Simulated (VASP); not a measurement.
# Ge (I4_1/amd) in VASP: a series of runs, part 2 of 2

VASP 6.6.1.

## 4. Single point, PBE (strain -0.015 along x and y, +0.015 along z)

The input, INCAR:

```
SYSTEM = Ge
PREC = Accurate ; ENCUT = 520
EDIFF = 1E-6 ; ISMEAR = 0
SIGMA = 0.15 ; LREAL = .FALSE.
LASPH = .TRUE. ; NELM = 80
ALGO = Normal ; ISIF = 2
LWAVE = .FALSE. ; LCHARG = .FALSE.
GGA = PE ; NBANDS = 21
```

The input, KPOINTS:

```
regular mesh
0
G
  14 14 14
  0 0 0
```

The input, POSCAR:

```
Ge
1.0
    0.0000000000      2.7863384500      2.8712015500
    2.7863384500      0.0000000000      2.8712015500
    2.7863384500      2.7863384500      0.0000000000
Ge
2
Direct
    0.5000000000      0.5000000000      0.5000000000
    0.7500000000      0.7500000000      0.7500000000
```

Potentials or basis: VASP PAW PBE potentials, release 64 (Ge_d).

Command:

```bash
$ cat potpaw_PBE.64/Ge_d/POTCAR > POTCAR
$ mpirun -np 1 vasp_std > vasp.out
```

OUTCAR:

```text
SYSTEM = Ge
   PREC = Accurate
   ENCUT = 520
   EDIFF = 1E-6
   ISMEAR = 0
   LREAL = .FALSE.
   LASPH = .TRUE.
   NELM = 80
   ISIF = 2
   GGA = PE

 ion  position               nearest neighbor table
   1  0.500  0.500  0.500-   2 2.44   2 2.44   2 2.44   2 2.44
   2  0.750  0.750  0.750-   1 2.44   1 2.44   1 2.44   1 2.44

  LATTYP: Found a body centered tetragonal cell.
 ALAT       =     3.9404776254
 C/A-ratio  =     1.4572860567

  Lattice vectors:

[... 767 lines left out ...]

  FORCE on cell =-STRESS in cart. coord.  units (eV):
  Direction    XX          YY          ZZ          XY          YZ          ZX
  --------------------------------------------------------------------------------------
  -------------------------------------------------------------------------------------
  Total        1.5448278      1.5448278      0.9144935      0.0000000      0.0000000      0.0000000
  in kB       55.5174162     55.5174162     32.8647086      0.0000000      0.0000000      0.0000000
  external PRESSURE =      47.9665137 kB  Pullay stress =       0.0000000 kB

 VOLUME and BASIS-vectors are now :
 -----------------------------------------------------------------------------
  energy-cutoff  :      520.00
  volume of cell :       44.58
      direct lattice vectors                 reciprocal lattice vectors
     0.000000000  2.786338450  2.871201550    -0.179446973  0.179446973  0.174143121
     2.786338450  0.000000000  2.871201550     0.179446973 -0.179446973  0.174143121
     2.786338450  2.786338450  0.000000000     0.179446973  0.179446973 -0.174143121

 POSITION                                       TOTAL-FORCE (eV/Angst)
 -----------------------------------------------------------------------------------
      2.78634      2.78634      2.87120        -0.000000      0.000000      0.000000
      4.17951      4.17951      4.30680         0.000000      0.000000     -0.000000
 -----------------------------------------------------------------------------------
    total drift:                                0.000000     -0.000000      0.000000

  FREE ENERGIE OF THE ION-ELECTRON SYSTEM (eV)
  ---------------------------------------------------
  free  energy   TOTEN  =        -8.9851861085 eV

  energy  without entropy=       -8.9847694126  energy(sigma->0) =       -8.98497776
```

stdout:

```text
POSCAR found type information on POSCAR Ge
 POSCAR found :  1 types and       2 ions
 scaLAPACK will be used
 LDA part: xc-table for (Slater+PW92), standard interpolation
 POSCAR, INCAR and KPOINTS ok, starting setup
 FFT: planning ... GRIDC
 FFT: planning ... GRID_SOFT
 FFT: planning ... GRID
 WAVECAR not read
 entering main loop
```

Wall time 80 s (1 thread of Intel Xeon 6975P-C (Granite Rapids), shared host); peak memory 0.3 GiB.

Results:

| Item | Value |
| --- | --- |
| Free energy | -8.9852 eV |
| Pressure | 4.8 GPa |
| Band gap on the k mesh | 0.09 eV |

Stress tensor (GPa, compression positive):
```
5.55 0.00 0.00
0.00 5.55 0.00
0.00 0.00 3.29
```

Caveat: the cell differs from its parent crystal (strain -0.015 along x and y, +0.015 along z); the cell stands under pressure. A k mesh can miss the band edges.

## 5. Single point, PBE (strain +0.015 along x and y, -0.015 along z)

The input, INCAR:

```
PREC = Accurate
ENCUT = 520
EDIFF = 1E-6
ISMEAR = 0
SIGMA = 0.15
LREAL = F
LASPH = T
NELM = 60
ALGO = Normal
ISIF = 2
LWAVE = F
LCHARG = F
GGA = PE
NBANDS = 21
```

The input, KPOINTS:

```
Automatic mesh
0
Gamma
  14 14 14
```

The input, POSCAR:

```
Ge
1.0
    0.0000000000      2.8712015500      2.7863384500
    2.8712015500      0.0000000000      2.7863384500
    2.8712015500      2.8712015500      0.0000000000
Ge
2
Direct
    0.5000000000      0.5000000000      0.5000000000
    0.7500000000      0.7500000000      0.7500000000
```

Command:

```bash
$ cat potpaw_PBE.64/Ge_d/POTCAR > POTCAR
$ mpirun -np 1 vasp_std > vasp.out
```

It took 79 s on 1 thread of Intel Xeon 6975P-C (Granite Rapids), shared host; peak memory 0.3 GiB.

Results (log left out):

```
Free energy            : -9.0169 eV
Pressure               : 2.5 GPa
Band gap on the k mesh : 0.17 eV (least direct gap 0.22 eV)
```

Stress tensor (GPa, compression positive):
```
1.84 0.00 0.00
0.00 1.84 0.00
0.00 0.00 3.81
```

Levels at points of the mesh, in eV from the valence-band top:
| k point | band 12 | band 13 | band 14 | band 15 | band 16 | band 17 |
| --- | --- | --- | --- | --- | --- | --- |
| (0.00, 0.00, 0.00) | -0.06 | -0.03 | -0.03 | 0.19 | 2.50 | 2.65 |
| (0.50, 0.00, 0.00) | -7.48 | -1.46 | -1.21 | 0.17 | 3.70 | 3.90 |
| (0.50, 0.50, 0.00) | -8.69 | -3.11 | -3.11 | 0.67 | 0.67 | 9.46 |
| (0.50, 0.00, 0.50) | -8.83 | -2.90 | -2.90 | 0.90 | 0.90 | 9.38 |

Caveat: the cell differs from its parent crystal (strain +0.015 along x and y, -0.015 along z).

## 6. Single point, PBE (strain +0.015 along x and y, +0.000 along z)

The input, INCAR:

```
  PREC = Accurate
  ENCUT = 520
  EDIFF = 1E-6
  ISMEAR = 0
  SIGMA = 0.15
  LREAL = False
  LASPH = True
  NELM = 100
  ALGO = Normal
  ISIF = 2
  LWAVE = False
  LCHARG = True
  GGA = PE
  LELF = True
  LVHAR = True
  NBANDS = 21
```

The input, KPOINTS:

```
regular mesh
0
Gamma
  14 14 14
```

The input, POSCAR:

```
Ge
1.0
    0.0000000000      2.8712015500      2.8287700000
    2.8712015500      0.0000000000      2.8287700000
    2.8712015500      2.8712015500      0.0000000000
Ge
2
Direct
    0.5000000000      0.5000000000      0.5000000000
    0.7500000000      0.7500000000      0.7500000000
```

Potentials or basis: VASP PAW PBE potentials, release 64 (Ge_d).

Command:

```bash
$ cat potpaw_PBE.64/Ge_d/POTCAR > POTCAR
$ mpirun -np 1 vasp_std > vasp.out
```

OUTCAR:

```text
PREC = Accurate
   ENCUT = 520
   EDIFF = 1E-6
   ISMEAR = 0
   LREAL = False
   LASPH = True
   NELM = 100
   ISIF = 2
   GGA = PE

 ion  position               nearest neighbor table
   1  0.500  0.500  0.500-   2 2.47   2 2.47   2 2.47   2 2.47
   2  0.750  0.750  0.750-   1 2.47   1 2.47   1 2.47   1 2.47

  LATTYP: Found a body centered tetragonal cell.
 ALAT       =     4.0604921723
 C/A-ratio  =     1.3933138546

  Lattice vectors:

 A1 = (   0.0000000000,  -2.8712015500,  -2.8287700000)
[... 764 lines left out ...]

------------------------ aborting loop because EDIFF is reached ----------------------------------------

  FORCE on cell =-STRESS in cart. coord.  units (eV):
  Direction    XX          YY          ZZ          XY          YZ          ZX
  --------------------------------------------------------------------------------------
  -------------------------------------------------------------------------------------
  Total        0.3290905      0.3290905      0.6166711      0.0000000      0.0000000      0.0000000
  in kB       11.3050089     11.3050089     21.1840601      0.0000000      0.0000000      0.0000000
  external PRESSURE =      14.5980260 kB  Pullay stress =       0.0000000 kB

 VOLUME and BASIS-vectors are now :
 -----------------------------------------------------------------------------
  energy-cutoff  :      520.00
  volume of cell :       46.64
      direct lattice vectors                 reciprocal lattice vectors
     0.000000000  2.871201550  2.828770000    -0.174143121  0.174143121  0.176755268
     2.871201550  0.000000000  2.828770000     0.174143121 -0.174143121  0.176755268
     2.871201550  2.871201550  0.000000000     0.174143121  0.174143121 -0.176755268

 POSITION                                       TOTAL-FORCE (eV/Angst)
 -----------------------------------------------------------------------------------
      2.87120      2.87120      2.82877         0.000000     -0.000000     -0.000000
      4.30680      4.30680      4.24315        -0.000000      0.000000      0.000000
 -----------------------------------------------------------------------------------
    total drift:                                0.000000     -0.000000     -0.000000

  FREE ENERGIE OF THE ION-ELECTRON SYSTEM (eV)
  ---------------------------------------------------
  free  energy   TOTEN  =        -9.0301731475 eV

  energy  without entropy=       -9.0294716279  energy(sigma->0) =       -9.02982239
```

OSZICAR:

```text
N       E                     dE             d eps       ncg     rms          rms(c)
DAV:   1     0.194114388643E+03    0.19411E+03   -0.14683E+04 11448   0.361E+03
DAV:   2     0.191544639476E+02   -0.17496E+03   -0.16949E+03 10268   0.625E+02
DAV:   3    -0.815668669208E+01   -0.27311E+02   -0.27138E+02 11808   0.144E+02
DAV:   4    -0.909289989871E+01   -0.93621E+00   -0.93573E+00 11606   0.313E+01
DAV:   5    -0.910828746448E+01   -0.15388E-01   -0.15387E-01 11713   0.446E+00    0.307E+00
DAV:   6    -0.905600266524E+01    0.52285E-01   -0.20634E-02 11917   0.147E+00    0.182E+00
DAV:   7    -0.902832023546E+01    0.27682E-01   -0.44023E-02 11289   0.192E+00    0.144E-01
DAV:   8    -0.902993639101E+01   -0.16162E-02   -0.55796E-03 11623   0.922E-01    0.430E-02
DAV:   9    -0.903015262616E+01   -0.21624E-03   -0.25530E-04 11528   0.176E-01    0.136E-02
DAV:  10    -0.903017084591E+01   -0.18220E-04   -0.34375E-05 12167   0.628E-02    0.600E-03
DAV:  11    -0.903017311838E+01   -0.22725E-05   -0.54139E-06  9748   0.325E-02    0.176E-03
DAV:  12    -0.903017314754E+01   -0.29156E-07   -0.20322E-07  7786   0.682E-03
   1 F= -.90301731E+01 E0= -.90298224E+01  d E =-.701520E-03
```

It took 85 s on 1 thread of Intel Xeon 6975P-C (Granite Rapids), shared host; peak memory 0.31 GiB.

Results:

| Quantity | Value |
| --- | --- |
| Free energy | -9.0302 eV |
| Pressure | 1.5 GPa |
| Band gap on the k mesh | 0.11 eV |

Levels at points of the mesh, in eV from the valence-band top:
| k point | band 11 | band 12 | band 13 | band 14 | band 15 | band 16 | band 17 | band 18 |
| --- | --- | --- | --- | --- | --- | --- | --- | --- |
| (0.00, 0.00, 0.00) | -12.51 | -0.20 | 0.00 | 0.00 | 0.11 | 2.53 | 2.60 | 2.60 |
| (0.50, 0.00, 0.00) | -10.49 | -7.43 | -1.39 | -1.26 | 0.13 | 3.73 | 3.82 | 7.16 |
| (0.50, 0.50, 0.00) | -8.69 | -8.69 | -3.00 | -3.00 | 0.75 | 0.75 | 9.32 | 9.32 |
| (0.50, 0.00, 0.50) | -8.76 | -8.76 | -2.90 | -2.90 | 0.87 | 0.87 | 9.29 | 9.29 |

Caveat: the cell differs from its parent crystal (strain +0.015 along x and y, +0.000 along z). A k mesh can miss the band edges.

## 7. Overview

| cell | gap on the mesh (eV) | pressure (GPa) |
| --- | --- | --- |
| a = 4.091, b = 4.091, c = 4.120 Å, angles 59.8, 59.8, 60.5°, 2 atoms | none | -1.2 |
| a = 3.911, b = 3.911, c = 3.880 Å, angles 60.3, 60.3, 59.5°, 2 atoms | 0.37 | 10.5 |
| a = 4.001, b = 4.001, c = 3.940 Å, angles 60.5, 60.5, 59.0°, 2 atoms | 0.09 | 4.8 |
| a = 4.001, b = 4.001, c = 4.060 Å, angles 59.5, 59.5, 61.0°, 2 atoms | 0.17 | 2.5 |
| a = 4.031, b = 4.031, c = 4.060 Å, angles 59.8, 59.8, 60.5°, 2 atoms | 0.11 | 1.5 |

Alike in all rows: task single point; level PBE; potentials or basis VASP PAW PBE potentials, release 64 (Ge_d); no spin polarisation; k mesh 14 × 14 × 14; cutoff (eV) 520; smearing gaussian 0.15 eV.

Caveats: the cell stands under pressure (at least some runs); semilocal functionals underestimate gaps, and a narrow one can read as zero (at least some runs).

Total energies depend on the potentials used, so only differences within one code and one set of settings carry meaning.
